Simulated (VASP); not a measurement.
# Os (R-3m) in VASP: single point with PBEsol

Aim: the single point of Os with PBEsol.

Program: VASP 6.6.1. These are calculated values, not measurements. Logs are shortened: lines on timing, memory, paths and dates and some standing lists are left out, and cuts for length are marked.

### Step 1. The cell of the first run

Symmetry: R-3m, No. 166, trigonal system. Conventional cell: a = 6.756 Å, b = 6.756 Å, c = 17.604 Å, α = 90.00°, β = 90.00°, γ = 120.00°. Within 3.0 Å of Os (site symmetry m) lie 6 Os at 2.29 to 2.58 Å. Within 3.3 Å of Os (site symmetry m) lie 7 Os at 2.54 to 2.59 Å.

### Step 2. Single point, PBEsol

File INCAR:

```
SYSTEM = Os
PREC = Accurate
ENCUT = 560
EDIFF = 1E-6
ISMEAR = 0
SIGMA = 0.1
LREAL = .FALSE.
LASPH = .TRUE.
NELM = 120
ALGO = Normal
ISIF = 2
LWAVE = .FALSE.
LCHARG = .TRUE.
GGA = PS
LELF = .TRUE.
LVHAR = .TRUE.
NBANDS = 108
GGA_COMPAT = .FALSE.
```

File KPOINTS:

```
Automatic mesh
0
G
  3 3 3
  0 0 0
```

File POSCAR:

```
Os
1.0
    3.3778334315      1.9501930410      5.8678784788
   -3.3778334315      1.9501930410      5.8678784788
    0.0000000000     -3.9003860818      5.8678784788
Os
12
Direct
    0.0165828604      0.6428455336      0.0165828604
    0.0165828604      0.0165828604      0.6428455336
    0.6428455336      0.0165828604      0.0165828604
    0.9834171396      0.3571544664      0.9834171396
    0.3571544664      0.9834171396      0.9834171396
    0.9834171396      0.9834171396      0.3571544664
    0.2332866467      0.6087954252      0.2332866467
    0.2332866467      0.2332866467      0.6087954252
    0.6087954252      0.2332866467      0.2332866467
    0.7667133533      0.3912045748      0.7667133533
    0.3912045748      0.7667133533      0.7667133533
    0.7667133533      0.7667133533      0.3912045748
```

Potentials or basis: VASP PAW PBE potentials, release 64 (Os_sv_GW).

The run is started by

```
> cat potpaw_PBE.64/Os_sv_GW/POTCAR > POTCAR
> mpirun -np 1 vasp_std > vasp.out
```

OUTCAR:

```text
SYSTEM = Os
   PREC = Accurate
   ENCUT = 560
   EDIFF = 1E-6
   ISMEAR = 0
   LREAL = .FALSE.
   LASPH = .TRUE.
   NELM = 120
   ISIF = 2
   GGA = PS

 ion  position               nearest neighbor table
   1  0.017  0.643  0.017-   4 2.29   2 2.52   3 2.52   7 2.54  12 2.58  11 2.58
   2  0.017  0.017  0.643-   6 2.29   3 2.52   1 2.52   8 2.54  10 2.58  11 2.58
   3  0.643  0.017  0.017-   5 2.29   2 2.52   1 2.52   9 2.54  12 2.58  10 2.58
   4  0.983  0.357  0.983-   1 2.29   6 2.52   5 2.52  10 2.54   8 2.58   9 2.58
   5  0.357  0.983  0.983-   3 2.29   6 2.52   4 2.52  11 2.54   8 2.58   7 2.58
   6  0.983  0.983  0.357-   2 2.29   4 2.52   5 2.52  12 2.54   9 2.58   7 2.58
   7  0.233  0.609  0.233-   8 2.54   9 2.54   1 2.54   5 2.58   6 2.58  11 2.59  12 2.59
   8  0.233  0.233  0.609-   7 2.54   9 2.54   2 2.54   4 2.58   5 2.58  10 2.59  11 2.59
   9  0.609  0.233  0.233-   8 2.54   7 2.54   3 2.54   4 2.58   6 2.58  10 2.59  12 2.59
  10  0.767  0.391  0.767-  12 2.54  11 2.54   4 2.54   3 2.58   2 2.58   9 2.59   8 2.59
  11  0.391  0.767  0.767-  12 2.54  10 2.54   5 2.54   1 2.58   2 2.58   7 2.59   8 2.59
  12  0.767  0.767  0.391-  10 2.54  11 2.54   6 2.54   3 2.58   1 2.58   7 2.59   9 2.59

  LATTYP: Found a trigonal (rhomboedric) cell.
 ALAT       =     7.0459214749
 COS(alpha) =     0.5403461971

  Lattice vectors:

 A1 = (   3.3778334315,   1.9501930410,   5.8678784788)
 A2 = (  -3.3778334315,   1.9501930410,   5.8678784788)
 A3 = (   0.0000000000,  -3.9003860818,   5.8678784788)

Analysis of symmetry for initial positions (statically):
=====================================================================
 Subroutine PRICEL returns:
 Original cell was already a primitive cell.

 Routine SETGRP: Setting up the symmetry group for a
 trigonal (rhombohedral) supercell.

 Subroutine GETGRP returns: Found 12 space group operations
 (whereof 12 operations were pure point group operations)
 out of a pool of 12 trial point group operations.

The static configuration has the point symmetry D_3d.

Analysis of symmetry for dynamics (positions and initial velocities):
=====================================================================
 Subroutine PRICEL returns:
 Original cell was already a primitive cell.

 Routine SETGRP: Setting up the symmetry group for a
 trigonal (rhombohedral) supercell.

 Subroutine GETGRP returns: Found 12 space group operations
 (whereof 12 operations were pure point group operations)
 out of a pool of 12 trial point group operations.

The dynamic configuration has the point symmetry D_3d.

 Subroutine INISYM returns: Found 12 space group operations
 (whereof 12 operations are pure point group operations),
 and found     1 'primitive' translations

----------------------------------------------------------------------------------------

                                     Primitive cell

  volume of cell :     231.9253

  direct lattice vectors                    reciprocal lattice vectors
     3.377833432  1.950193041  5.867878479     0.148023877  0.085461625  0.056806448
    -3.377833432  1.950193041  5.867878479    -0.148023877  0.085461625  0.056806448
     0.000000000 -3.900386082  5.867878479     0.000000000 -0.170923250  0.056806448

  length of vectors
     7.045921475  7.045921475  7.045921475     0.180115879  0.180115879  0.180115879

  position of ions in fractional coordinates (direct lattice)
     0.016582860  0.642845534  0.016582860
     0.016582860  0.016582860  0.642845534
     0.642845534  0.016582860  0.016582860
     0.983417140  0.357154466  0.983417140
     0.357154466  0.983417140  0.983417140
     0.983417140  0.983417140  0.357154466
     0.233286647  0.608795425  0.233286647
     0.233286647  0.233286647  0.608795425
     0.608795425  0.233286647  0.233286647
     0.766713353  0.391204575  0.766713353
     0.391204575  0.766713353  0.766713353
     0.766713353  0.766713353  0.391204575

  ion indices of the primitive-cell ions
   primitive index   ion index
                 1           1
                 2           2
                 3           3
                 4           4
                 5           5
                 6           6
                 7           7
                 8           8
                 9           9
                10          10
                11          11
                12          12

----------------------------------------------------------------------------------------

 KPOINTS: Automatic mesh

Automatic generation of k-mesh.
 Grid dimensions read from file:
 generate k-points for:    3    3    3

 Generating k-lattice:

  Cartesian coordinates                     Fractional coordinates (reciprocal lattice)
     0.049341292  0.028487208  0.018935483     0.333333333 -0.000000000 -0.000000000
    -0.049341292  0.028487208  0.018935483    -0.000000000  0.333333333 -0.000000000
     0.000000000 -0.056974417  0.018935483    -0.000000000 -0.000000000  0.333333333

  Length of vectors
     0.060038626  0.060038626  0.060038626

  Shift w.r.t. Gamma in fractional coordinates (k-lattice)
     0.000000000  0.000000000  0.000000000

 Subroutine IBZKPT returns following result:
 ===========================================

 Found      6 irreducible k-points:

 Following reciprocal coordinates:
            Coordinates               Weight
  0.000000  0.000000  0.000000      1.000000
  0.333333 -0.000000  0.000000      6.000000
  0.333333  0.333333  0.000000      6.000000
 -0.333333  0.333333  0.000000      6.000000
  0.333333  0.333333  0.333333      2.000000
 -0.333333  0.333333  0.333333      6.000000
   k-points           NKPTS =      6   k-points in BZ     NKDIM =      6   number of bands    NBANDS=    108
   number of dos      NEDOS =    301   number of ions     NIONS =     12
   total plane-waves  NPLWV = 157464
   dimension x,y,z NGX =    54 NGY =   54 NGZ =   54
   dimension x,y,z NGXF=   108 NGYF=  108 NGZF=  108
   ions per type =              12
   NGX,Y,Z   is equivalent  to a cutoff of  12.74, 12.74, 12.74 a.u.
   NGXF,Y,Z  is equivalent  to a cutoff of  25.48, 25.48, 25.48 a.u.
 SYSTEM =  Os
   PREC   = accura    normal or accurate (medium, high low for compatibility)
   ISTART =      0    job   : 0-new  1-cont  2-samecut
   ICHARG =      2    charge: 1-file 2-atom 10-const
   ISPIN  =      1    spin polarized calculation?
   LNONCOLLINEAR =      F non collinear calculations
   LSORBIT =      F    spin-orbit coupling
   LASPH  =      T    aspherical Exc in radial PAW
   ENCUT  =  560.0 eV  41.16 Ry    6.42 a.u.  13.60 13.60 13.60*2*pi/ulx,y,z
   NELM   =    120;   NELMIN=  2; NELMDL= -5     # of ELM steps
   EDIFF  = 0.1E-05   stopping-criterion for ELM
   LREAL  =      F    real-space projection
   EDIFFG = 0.1E-04   stopping-criterion for IOM
   NSW    =      0    number of steps for IOM
   IBRION =     -1    ionic relax: 0-MD 1-quasi-New 2-CG
   NFREE  =      0    steps in history (QN), initial steepest desc. (CG)
   ISIF   =      2    stress and relaxation
   ISYM   =      2    0-nonsym 1-usesym 2-fastsym
   POTIM  = 0.5000    time-step for ionic-motion
   TEBEG  =    0.0;   TEEND  =   0.0 temperature during run
   PSTRESS=    0.0 pullay stress
   NELECT =     192.0000    total number of electrons
   NUPDOWN=      -1.0000    fix difference up-down
   EMIN   =  10.00;   EMAX   =-10.00  energy-range for DOS
   EFERMI =   0.00;   METHOD = LEGACY
   ISMEAR =     0;   SIGMA  =   0.10  broadening in eV -4-tet -1-fermi 0-gaus
   EFERMI_NEDOS =   21; number of points for ismear=-14 and -15
   IALGO  =     38    algorithm
   IMIX   =      4    mixing-type and parameters
     AMIX     =   0.40;   BMIX     =  1.00
     AMIX_MAG =   1.60;   BMIX_MAG =  1.00
  volume/ion in A,a.u.               =      19.33       130.43
  Fermi-wavevector in a.u.,A,eV,Ry     =   1.537184  2.904856 32.149676  2.362935
  Thomas-Fermi vector in A             =   2.643728
   LORBIT       =      0    0 simple, 1 ext, 2 COOP (PROOUT), +10 PAW based schemes
   GGA     = PS    functional components
   LHFCALC =     F    Hartree Fock is set to
   AEXX    =    0.0000 exact exchange contribution
   IVDW    =     0    specifies the selected vdW correction
   LEPSILON=     F    determine dielectric tensor
   LRPA    =     F    only Hartree local field effects (RPA)
 non-spin polarized calculation
 Gauss-broadening in eV      SIGMA  =   0.10
  energy-cutoff  :      560.00
  volume of cell :      231.93
 maximum number of plane-waves:      6999
 NGX is ok and might be reduce to    54
   NGX = 27   NGY = 27   NGZ = 27

 number of electron     191.9999996 magnetization

 Free energy of the ion-electron system (eV)
  ---------------------------------------------------
  ext. energy  EPLUGINS =         0.00000000
  ---------------------------------------------------
  free energy    TOTEN  =      -145.53549677 eV

  energy without entropy =     -145.48290940  energy(sigma->0) =     -145.50920309

 E-fermi :   8.3429     XC(G=0): -12.3039

 val. band max:        8.3241963330   @ k =   0.0000   0.0000   0.0000
 cond. band min:       8.3551077765   @ k =   0.3333  -0.0000   0.0000
 fundamental gap:      0.0309114435
 Fermi energy:         8.3428623499

 k-point     1 :       0.0000    0.0000    0.0000
  band No.  band energies     occupation
      1     -78.1415      2.00000
      2     -78.0422      2.00000
      3     -78.0342      2.00000
      4     -78.0342      2.00000
      5     -78.0341      2.00000
      6     -78.0278      2.00000
[... 100 lines left out ...]
    107      10.3284      0.00000
    108      10.3516      0.00000
[... 553 lines left out ...]
    107      10.5875      0.00000
    108      10.6428      0.00000

------------------------ aborting loop because EDIFF is reached ----------------------------------------

  FORCE on cell =-STRESS in cart. coord.  units (eV):
  Direction    XX          YY          ZZ          XY          YZ          ZX
  --------------------------------------------------------------------------------------
  -------------------------------------------------------------------------------------
  Total       -1.8335982     -1.8335982     -1.3824248     -0.0000000     -0.0000000     -0.0000000
  in kB      -12.6667897    -12.6667897     -9.5500119     -0.0000000     -0.0000000     -0.0000000
  external PRESSURE =     -11.6278638 kB  Pullay stress =       0.0000000 kB

 VOLUME and BASIS-vectors are now :
 -----------------------------------------------------------------------------
  energy-cutoff  :      560.00
  volume of cell :      231.93
      direct lattice vectors                 reciprocal lattice vectors
     3.377833432  1.950193041  5.867878479     0.148023877  0.085461625  0.056806448
    -3.377833432  1.950193041  5.867878479    -0.148023877  0.085461625  0.056806448
     0.000000000 -3.900386082  5.867878479     0.000000000 -0.170923250  0.056806448

 POSITION                                       TOTAL-FORCE (eV/Angst)
 -----------------------------------------------------------------------------------
     -2.11541      1.22133      3.96675        -0.017692      0.010214      0.047365
      0.00000     -2.44267      3.96675        -0.000000     -0.020428      0.047365
      2.11541      1.22133      3.96675         0.017692      0.010214      0.047365
      2.11541     -1.22133     13.63688         0.017692     -0.010214     -0.047365
     -2.11541     -1.22133     13.63688        -0.017692     -0.010214     -0.047365
      0.00000      2.44267     13.63688        -0.000000      0.020428     -0.047365
     -1.26841      0.73231      6.31013         0.019544     -0.011284     -0.005250
      0.00000     -1.46463      6.31013        -0.000000      0.022568     -0.005250
      1.26841      0.73231      6.31013        -0.019544     -0.011284     -0.005250
      1.26841     -0.73231     11.29350        -0.019544      0.011284      0.005250
     -1.26841     -0.73231     11.29350         0.019544      0.011284      0.005250
      0.00000      1.46463     11.29350        -0.000000     -0.022568      0.005250
 -----------------------------------------------------------------------------------
    total drift:                               -0.000000     -0.000000      0.000000

  FREE ENERGIE OF THE ION-ELECTRON SYSTEM (eV)
  ---------------------------------------------------
  free  energy   TOTEN  =      -145.5354967725 eV

  energy  without entropy=     -145.4829094030  energy(sigma->0) =     -145.50920309
```

Run time: 4.6 min. Hardware: 1 thread of Intel Xeon Platinum 8488C (Sapphire Rapids), shared host; peak memory 0.42 GiB.

What came out:

| Property | Result |
| --- | --- |
| Free energy | -145.5355 eV |
| Pressure | -1.2 GPa |
| Largest force | 0.052 eV/Å |
| Band gap on the k mesh | zero (bands 96 and 97 overlap by 0.28 eV) |

Forces on the atoms (eV/Å):
```
Os  -0.018  0.010  0.047
Os   0.000 -0.020  0.047
Os   0.018  0.010  0.047
Os   0.018 -0.010 -0.047
Os  -0.018 -0.010 -0.047
Os   0.000  0.020 -0.047
Os   0.020 -0.011 -0.005
Os   0.000  0.023 -0.005
Os  -0.020 -0.011 -0.005
Os  -0.020  0.011  0.005
Os   0.020  0.011  0.005
Os   0.000 -0.023  0.005
```

Caveat: the k points lie up to 0.38 Å⁻¹ apart; the PAW data sets were made with another functional, which shifts forces and pressure a little; spin-orbit coupling is left out, which moves the levels of the heavy elements.

The gap in the log of VASP goes by the Fermi energy; the results here count the filled bands.